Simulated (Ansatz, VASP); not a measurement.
**One calculation of In, two programs**

```
CELL_PARAMETERS angstrom
-1.61192 1.61192 2.47395
1.61192 -1.61192 2.47395
1.64038 1.64038 -2.47395
ATOMIC_POSITIONS crystal
In 0.00000 0.00000 0.00000
```

Change from the starting cell: strain +0.0175 x Voigt [0, 0, 0, 0, 0, 1], atoms carried along.

Alike in both runs: task single point; functional PBEsol; k mesh 20 × 20 × 20; occupations gaussian, width 0.15 eV; no spin polarisation.

```csv
,VASP,Ansatz
version,VASP 6.6.1,Ansatz 0.2.0
potentials or method,"VASP PAW PBE potentials, release 64 (In_d), cutoff 520 eV","scalar-relativistic, plane waves, PAW"
valence electrons in the cell,13,13
```

```csv
,VASP,Ansatz,Ansatz less VASP
gap on the k mesh at the Fermi level (eV),none,none,-
pressure (GPa),-1.0,-0.9,+0.02
"traceless stress, the component that is largest in VASP (GPa)",-0.13,-0.12,+0.003
```

VASP's potentials were made for PBE, not for PBEsol. A gap of «none» marks a metal or a gap that the smearing closes.
